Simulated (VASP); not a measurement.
# PtSe2 (spin) (P-3m1) in VASP: further runs

Runs on PtSe2 (spin). Level: PBE+D3(BJ). Tasks: single point, relaxation of cell and atoms.

Program: VASP 6.6.1. These are calculated values, not measurements. Logs are shortened: lines on timing, memory, paths and dates and some standing lists are left out, and cuts for length are marked.

### 1 The cell of the first run

It takes space group P-3m1 (No. 164, trigonal). The conventional cell has a = 3.772 Å, b = 3.772 Å, c = 4.821 Å, α = 90.00°, β = 90.00°, γ = 120.00°. Pt (site symmetry -3m) has 6 Se at 2.53 Å within 3.3 Å. Within 3.3 Å of Se (site symmetry 3m) lie 3 Pt at 2.53 Å and 3 Se at 3.14 Å.

### 2 Single point, PBE+D3(BJ)

INCAR reads:

```
PREC = Accurate
ENCUT = 520
EDIFF = 1E-7
ISMEAR = 0
SIGMA = 0.1
LREAL = False
LASPH = True
NELM = 100
ALGO = Normal
ISIF = 2
LWAVE = False
LCHARG = False
GGA = PE
IVDW = 12
NBANDS = 18
```

KPOINTS reads:

```
Automatic mesh
0
Gamma
  15 15 10
```

POSCAR reads:

```
PtSe2
1.0
    3.7717303359      0.0000000000      0.0000000000
   -1.8858651680      3.2664142871      0.0000000000
    0.0000000000      0.0000000000      4.8206898038
Pt Se
1 2
Direct
    0.0000000000      0.0000000000      0.0000000000
    0.3333333333      0.6666666667      0.2655502303
    0.6666666667      0.3333333333      0.7344497697
```

Potentials or basis: VASP PAW PBE potentials, release 64 (Pt, Se).

Launch:

```sh
cat potpaw_PBE.64/Pt/POTCAR potpaw_PBE.64/Se/POTCAR > POTCAR
mpirun -np 1 vasp_std > vasp.out
```

OUTCAR:

```text
PREC = Accurate
   ENCUT = 520
   EDIFF = 1E-7
   ISMEAR = 0
   LREAL = False
   LASPH = True
   NELM = 100
   ISIF = 2
   GGA = PE
   IVDW = 12
 IVDW          = 12

 ion  position               nearest neighbor table
   1  0.000  0.000  0.000-   2 2.53   3 2.53   3 2.53   2 2.53   3 2.53   2 2.53
   2  0.333  0.667  0.266-   1 2.53   1 2.53   1 2.53
   3  0.667  0.333  0.734-   1 2.53   1 2.53   1 2.53

  LATTYP: Found a hexagonal cell.
 ALAT       =     3.7717303359
 C/A-ratio  =     1.2781109397

  Lattice vectors:

 A1 = (   3.7717303359,   0.0000000000,   0.0000000000)
 A2 = (  -1.8858651680,   3.2664142871,   0.0000000000)
 A3 = (   0.0000000000,   0.0000000000,   4.8206898038)

Analysis of symmetry for initial positions (statically):
=====================================================================
 Subroutine PRICEL returns:
 Original cell was already a primitive cell.

 Routine SETGRP: Setting up the symmetry group for a
 hexagonal supercell.

 Subroutine GETGRP returns: Found 12 space group operations
 (whereof 12 operations were pure point group operations)
 out of a pool of 24 trial point group operations.

The static configuration has the point symmetry D_3d.

Analysis of symmetry for dynamics (positions and initial velocities):
=====================================================================
 Subroutine PRICEL returns:
 Original cell was already a primitive cell.

 Routine SETGRP: Setting up the symmetry group for a
 hexagonal supercell.

 Subroutine GETGRP returns: Found 12 space group operations
 (whereof 12 operations were pure point group operations)
 out of a pool of 24 trial point group operations.

The dynamic configuration has the point symmetry D_3d.

 Subroutine INISYM returns: Found 12 space group operations
 (whereof 12 operations are pure point group operations),
 and found     1 'primitive' translations

----------------------------------------------------------------------------------------

                                     Primitive cell

  volume of cell :      59.3911

  direct lattice vectors                    reciprocal lattice vectors
     3.771730336  0.000000000  0.000000000     0.265130301  0.153073051  0.000000000
    -1.885865168  3.266414287  0.000000000     0.000000000  0.306146102  0.000000000
     0.000000000  0.000000000  4.820689804     0.000000000  0.000000000  0.207439192

  length of vectors
     3.771730336  3.771730336  4.820689804     0.306146102  0.306146102  0.207439192

  position of ions in fractional coordinates (direct lattice)
     0.000000000  0.000000000  0.000000000
     0.333333333  0.666666667  0.265550230
     0.666666667  0.333333333  0.734449770

  ion indices of the primitive-cell ions
   primitive index   ion index
                 1           1
                 2           2
                 3           3

----------------------------------------------------------------------------------------

 KPOINTS: Automatic mesh

Automatic generation of k-mesh.
 Grid dimensions read from file:
 generate k-points for:   15   15   10

 Generating k-lattice:

  Cartesian coordinates                     Fractional coordinates (reciprocal lattice)
     0.017675353  0.010204870  0.000000000     0.066666667  0.000000000  0.000000000
     0.000000000  0.020409740  0.000000000     0.000000000  0.066666667  0.000000000
     0.000000000  0.000000000  0.020743919     0.000000000  0.000000000  0.100000000

  Length of vectors
     0.020409740  0.020409740  0.020743919

  Shift w.r.t. Gamma in fractional coordinates (k-lattice)
     0.000000000  0.000000000  0.000000000

 Subroutine IBZKPT returns following result:
 ===========================================

 Found    238 irreducible k-points:

 Following reciprocal coordinates:
            Coordinates               Weight
  0.000000  0.000000  0.000000      1.000000
  0.066667  0.000000  0.000000      6.000000
  0.133333 -0.000000  0.000000      6.000000
  0.200000 -0.000000  0.000000      6.000000
  0.266667 -0.000000  0.000000      6.000000
  0.333333  0.000000  0.000000      6.000000
[... 16 lines left out ...]
  0.333333  0.200000  0.000000     12.000000
  0.400000  0.200000  0.000000      6.000000
 [... further k-points ...]
   k-points           NKPTS =    238   k-points in BZ     NKDIM =    238   number of bands    NBANDS=     18
   number of dos      NEDOS =    301   number of ions     NIONS =      3
   total plane-waves  NPLWV =  28224
   dimension x,y,z NGX =    28 NGY =   28 NGZ =   36
   dimension x,y,z NGXF=    56 NGYF=   56 NGZF=   72
   ions per type =               1   2
   NGX,Y,Z   is equivalent  to a cutoff of  12.34, 12.34, 12.41 a.u.
   NGXF,Y,Z  is equivalent  to a cutoff of  24.68, 24.68, 24.83 a.u.
 SYSTEM =  unknown system
   PREC   = accura    normal or accurate (medium, high low for compatibility)
   ISTART =      0    job   : 0-new  1-cont  2-samecut
   ICHARG =      2    charge: 1-file 2-atom 10-const
   ISPIN  =      1    spin polarized calculation?
   LNONCOLLINEAR =      F non collinear calculations
   LSORBIT =      F    spin-orbit coupling
   LASPH  =      T    aspherical Exc in radial PAW
   ENCUT  =  520.0 eV  38.22 Ry    6.18 a.u.   7.01  7.01  8.96*2*pi/ulx,y,z
   NELM   =    100;   NELMIN=  2; NELMDL= -5     # of ELM steps
   EDIFF  = 0.1E-06   stopping-criterion for ELM
   LREAL  =      F    real-space projection
   EDIFFG = 0.1E-05   stopping-criterion for IOM
   NSW    =      0    number of steps for IOM
   IBRION =     -1    ionic relax: 0-MD 1-quasi-New 2-CG
   NFREE  =      0    steps in history (QN), initial steepest desc. (CG)
   ISIF   =      2    stress and relaxation
   ISYM   =      2    0-nonsym 1-usesym 2-fastsym
   POTIM  = 0.5000    time-step for ionic-motion
   TEBEG  =    0.0;   TEEND  =   0.0 temperature during run
   PSTRESS=    0.0 pullay stress
   NELECT =      22.0000    total number of electrons
   NUPDOWN=      -1.0000    fix difference up-down
   EMIN   =  10.00;   EMAX   =-10.00  energy-range for DOS
   EFERMI =   0.00;   METHOD = LEGACY
   ISMEAR =     0;   SIGMA  =   0.10  broadening in eV -4-tet -1-fermi 0-gaus
   EFERMI_NEDOS =   21; number of points for ismear=-14 and -15
   IALGO  =     38    algorithm
   IMIX   =      4    mixing-type and parameters
     AMIX     =   0.40;   BMIX     =  1.00
     AMIX_MAG =   1.60;   BMIX_MAG =  1.00
  volume/ion in A,a.u.               =      19.80       133.60
  Fermi-wavevector in a.u.,A,eV,Ry     =   1.175733  2.221813 18.807986  1.382348
  Thomas-Fermi vector in A             =   2.312109
   LORBIT       =      0    0 simple, 1 ext, 2 COOP (PROOUT), +10 PAW based schemes
   GGA     = PE    functional components
   LHFCALC =     F    Hartree Fock is set to
   AEXX    =    0.0000 exact exchange contribution
   IVDW    =    12    specifies the selected vdW correction
   LEPSILON=     F    determine dielectric tensor
   LRPA    =     F    only Hartree local field effects (RPA)
 non-spin polarized calculation
 Gauss-broadening in eV      SIGMA  =   0.10
  energy-cutoff  :      520.00
  volume of cell :       59.39
 maximum number of plane-waves:      1620
   NGX = 13   NGY = 13   NGZ = 17

 number of electron      21.9999997 magnetization

 Free energy of the ion-electron system (eV)
  ---------------------------------------------------
  ext. energy  EPLUGINS =         0.00000000
  ---------------------------------------------------
  free energy    TOTEN  =       -14.19741199 eV

  energy without entropy =      -14.19358171  energy(sigma->0) =      -14.19549685

 E-fermi :   6.7045     XC(G=0): -10.8251

 val. band max:        6.6950658786   @ k =   0.0000   0.2000   0.3000
 cond. band min:       6.7111635798   @ k =  -0.0667   0.2667   0.4000
 fundamental gap:      0.0160977012
 Fermi energy:         6.7044587121

 k-point     1 :       0.0000    0.0000    0.0000
  band No.  band energies     occupation
      1      -8.9531      2.00000
      2      -5.8529      2.00000
      3      -0.3995      2.00000
      4       0.4881      2.00000
      5       0.4881      2.00000
      6       2.9263      2.00000
[... 10 lines left out ...]
     17      13.9879      0.00000
     18      18.4714      0.00000

 k-point     2 :       0.0667    0.0000    0.0000
  band No.  band energies     occupation
      1      -8.9051      2.00000
      2      -5.8816      2.00000
      3      -0.3390      2.00000
      4       0.5196      2.00000
      5       0.5359      2.00000
      6       2.8640      2.00000
[... 10 lines left out ...]
     17      14.1344      0.00000
     18      17.5941      0.00000

 k-point     3 :       0.1333   -0.0000    0.0000
  band No.  band energies     occupation
      1      -8.7639      2.00000
      2      -5.9633      2.00000
      3      -0.1625      2.00000
      4       0.6106      2.00000
      5       0.6746      2.00000
      6       2.6356      2.00000
[... 10 lines left out ...]
     17      14.5262      0.00000
     18      16.3915      0.00000

 k-point     4 :       0.2000   -0.0000    0.0000
  band No.  band energies     occupation
      1      -8.5382      2.00000
      2      -6.0874      2.00000
      3       0.1131      2.00000
      4       0.7487      2.00000
      5       0.8861      2.00000
      6       2.1479      2.00000
[... 10 lines left out ...]
     17      14.9383      0.00000
     18      15.5170      0.00000

 k-point     5 :       0.2667   -0.0000    0.0000
  band No.  band energies     occupation
      1      -8.2438      2.00000
      2      -6.2421      2.00000
      3       0.4378      2.00000
      4       0.9107      2.00000
      5       1.0505      2.00000
      6       1.6114      2.00000
[... 10 lines left out ...]
     17      14.8466      0.00000
     18      15.0606      0.00000

 k-point     6 :       0.3333    0.0000    0.0000
  band No.  band energies     occupation
      1      -7.9047      2.00000
      2      -6.4207      2.00000
      3       0.4129      2.00000
      4       1.0050      2.00000
      5       1.0613      2.00000
      6       1.7723      2.00000
[... 10 lines left out ...]
     17      14.4511      0.00000
     18      15.4391      0.00000

 k-point     7 :       0.4000   -0.0000    0.0000
  band No.  band energies     occupation
      1      -7.5544      2.00000
      2      -6.6233      2.00000
      3      -0.0594      2.00000
      4       1.1661      2.00000
      5       1.3145      2.00000
      6       2.2486      2.00000
[... 10 lines left out ...]
     17      14.1179      0.00000
     18      16.4468      0.00000

 k-point     8 :       0.4667    0.0000    0.0000
  band No.  band energies     occupation
      1      -7.2466      2.00000
      2      -6.8404      2.00000
      3      -0.3504      2.00000
      4       1.2143      2.00000
      5       1.5523      2.00000
      6       2.7479      2.00000
[... 10 lines left out ...]
     17      13.9389      0.00000
     18      17.5220      0.00000
[... 229 lines left out ...]
     17      15.4698      0.00000
     18      15.8521      0.00000

 k-point    20 :       0.4000    0.1333    0.0000
  band No.  band energies     occupation
      1      -7.1939      2.00000
      2      -6.8172      2.00000
      3      -0.2737      2.00000
      4       0.9960      2.00000
      5       1.6602      2.00000
      6       1.9034      2.00000
[... 10 lines left out ...]
     17      15.5379      0.00000
     18      16.6981      0.00000

 k-point    21 :       0.2000    0.2000    0.0000
  band No.  band energies     occupation
      1      -7.8368      2.00000
      2      -6.4256      2.00000
      3       0.7460      2.00000
      4       0.7982      2.00000
      5       1.2165      2.00000
      6       1.3949      2.00000
[... 10 lines left out ...]
     17      15.4140      0.00000
     18      15.5801      0.00000

 k-point    22 :       0.2667    0.2000    0.0000
  band No.  band energies     occupation
      1      -7.5301      2.00000
      2      -6.5704      2.00000
      3       0.2878      2.00000
      4       0.8491      2.00000
      5       1.2326      2.00000
      6       1.6698      2.00000
[... 10 lines left out ...]
     17      15.3491      0.00000
     18      16.1261      0.00000

 k-point    23 :       0.3333    0.2000    0.0000
  band No.  band energies     occupation
      1      -7.2458      2.00000
      2      -6.7278      2.00000
      3      -0.1011      2.00000
      4       0.8672      2.00000
      5       1.2697      2.00000
      6       1.8469      2.00000
[... 10 lines left out ...]
     17      15.5440      0.00000
     18      16.5709      0.00000

 k-point    24 :       0.4000    0.2000    0.0000
  band No.  band energies     occupation
      1      -7.0782      2.00000
      2      -6.8467      2.00000
      3      -0.2433      2.00000
      4       0.8657      2.00000
      5       1.2865      2.00000
      6       1.8846      2.00000
[... 10 lines left out ...]
     17      15.6978      0.00000
     18      17.0815      0.00000

 [... further k-points ...]

------------------------ aborting loop because EDIFF is reached ----------------------------------------

 Edisp (eV)   -1.47051

 E8    (eV) :    -0.6318

  FORCE on cell =-STRESS in cart. coord.  units (eV):
  Direction    XX          YY          ZZ          XY          YZ          ZX
  --------------------------------------------------------------------------------------
  -------------------------------------------------------------------------------------
  Total      -0.00909    -0.00909    -0.01313     0.00000     0.00000     0.00000
  in kB      -0.24522    -0.24522    -0.35422     0.00000     0.00000     0.00000
  external pressure =       -0.28 kB  Pullay stress =        0.00 kB

 VOLUME and BASIS-vectors are now :
 -----------------------------------------------------------------------------
  energy-cutoff  :      520.00
  volume of cell :       59.39
      direct lattice vectors                 reciprocal lattice vectors
     3.771730336  0.000000000  0.000000000     0.265130301  0.153073051  0.000000000
    -1.885865168  3.266414287  0.000000000     0.000000000  0.306146102  0.000000000
     0.000000000  0.000000000  4.820689804     0.000000000  0.000000000  0.207439192

 POSITION                                       TOTAL-FORCE (eV/Angst)
 -----------------------------------------------------------------------------------
      0.00000      0.00000      0.00000        -0.000000      0.000000      0.000000
     -0.00000      2.17761      1.28014         0.000000     -0.000000      0.006406
      1.88587      1.08880      3.54055        -0.000000      0.000000     -0.006406
 -----------------------------------------------------------------------------------
    total drift:                               -0.000000     -0.000000      0.000000

  FREE ENERGIE OF THE ION-ELECTRON SYSTEM (eV)
  ---------------------------------------------------
  free  energy   TOTEN  =       -15.6679226802 eV

  energy  without entropy=      -15.6640924003  energy(sigma->0) =      -15.66600754
```

Run time: 80 s. Hardware: 1 thread of Intel Xeon 6975P-C (Granite Rapids), shared host; peak memory 0.38 GiB.

Results:

```
Free energy                : -15.6679 eV
Pressure                   : 0.0 GPa
Largest force              : 0.006 eV/Å
Band gap on the k mesh     : zero (band 11 reaches 7.50 eV, above the bottom of band 12 at 6.60 eV)
Dispersion energy per atom : -0.490 eV
```

Forces on the atoms (eV/Å):
```
Pt   0.000  0.000  0.000
Se   0.000  0.000  0.006
Se   0.000  0.000 -0.006
```

Caveat: spin-orbit coupling is left out, which moves the levels of the heavy elements; pairwise dispersion overbinds metals, which lowers pressure and volume.

(Continued in part 2 of 2.)
